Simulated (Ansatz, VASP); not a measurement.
# Rh in VASP and in Ansatz

Contents of INCAR:

```
SYSTEM = Rh
PREC     = Accurate       ! precision mode
ENCUT    = 520            ! plane-wave cutoff, eV
EDIFF    = 1E-6           ! SCF threshold, eV
ISMEAR   = 0              ! smearing method
SIGMA    = 0.15           ! smearing width, eV
LREAL    = .FALSE.        ! projectors in reciprocal space
LASPH    = .TRUE.         ! aspherical terms in the spheres
NELM     = 60             ! most SCF steps
ALGO     = Fast           ! electronic algorithm
ISIF     = 2              ! what is computed and relaxed
LWAVE    = .FALSE.        ! write WAVECAR
LCHARG   = .FALSE.        ! write CHGCAR
GGA      = PE             ! functional
NBANDS   = 14             ! bands
```

The input KPOINTS:

```
Automatic mesh
0
G
  20 20 20
  0 0 0
```

File POSCAR:

```
Rh
1.0
   -0.2872578633      1.9150524221      1.9150524221
    1.9150524221     -0.2872578633      1.9150524221
    1.6277945588      1.6277945588      0.0000000000
Rh
1
Direct
    0.0000000000      0.0000000000      0.0000000000
```

Input for Ansatz:

```yaml
crystal:
  lattice:
    - [-0.2872578633, 1.9150524221, 1.9150524221]
    - [1.9150524221, -0.2872578633, 1.9150524221]
    - [1.6277945588, 1.6277945588, 0.0]
  atoms:
    - { symbol: Rh, position: [0.0, 0.0, 0.0] }
basis:
  ecutwfc: 420
kpoints:
  mp_grid: { grid: [20, 20, 20] }
hamiltonian:
  xc: pbe
  pseudopotentials: { kind: paw, azcp: { folder: soft_1 } }
scf:
  occupations: { method: gaussian, width: 0.15 }
output:
  forces: true
  stress: true
  eigenvalues: true
```

Change from the starting cell: engineering shear strain xy -0.3000, equal normal strain along x and y +0.0000.

Alike in both runs: task single point; functional PBE; k mesh 20 × 20 × 20; occupations gaussian, width 0.15 eV; no spin polarisation.

|  | VASP | Ansatz |
| --- | --- | --- |
| version | VASP 6.6.1 | Ansatz 0.2.0 |
| potentials or method | VASP PAW PBE potentials, release 64 (Rh_pv), cutoff 520 eV | scalar-relativistic, plane waves, PAW |
| valence electrons in the cell | 15 | 17 |

```csv
,VASP,Ansatz,Ansatz less VASP
gap on the k mesh at the Fermi level (eV),none,none,-
pressure (GPa),32.2,32.0,-0.18
"traceless stress, the component that is largest in VASP (GPa)",55.53,55.11,-0.416
```

A gap of «none» marks a metal or a gap that the smearing closes. Both programs put the cell under a high pressure, so it lies far from rest at this level. VASP's potentials hold 15 valence electrons a cell and Ansatz's 17, so a difference there can come from the potentials and not from the codes.
